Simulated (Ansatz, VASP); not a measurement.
**InAg2: VASP beside Ansatz**

```
In Ag
1.0
     0.00000    3.14109    3.14109
     3.14109    0.00000    3.14109
     3.14109    3.14109    0.00000
In Ag
1 2
Direct
  0.00000 0.00000 0.00000
  0.25000 0.25000 0.25000
  0.75000 0.75000 0.75000
```

Alike in both runs: task relaxation of cell and atoms; functional PBE; k mesh 6 × 6 × 6; occupations gaussian, width 0.1 eV; no spin polarisation.

|  | VASP | Ansatz |
| --- | --- | --- |
| version | VASP 6.6.1 | Ansatz 0.2.0 |
| potentials or method | VASP PAW PBE potentials, release 64 (In_d, Ag), cutoff 600 eV | scalar-relativistic, plane waves, PAW |
| valence electrons in the cell | 35 | 51 |

|  | VASP | Ansatz | Ansatz less VASP |
| --- | --- | --- | --- |
| gap on the k mesh at the Fermi level, each at its own relaxed structure (eV) | none | none | - |
| relaxed volume (Å³/atom) | 23.19 | 23.38 | +0.186 |
| relaxed cell length with the largest relative difference (Å) | 4.616 | 4.629 | +0.0123 |

A gap of «none» marks a metal or a gap that the smearing closes. VASP's potentials hold 35 valence electrons a cell and Ansatz's 51, so a difference there can come from the potentials and not from the codes.
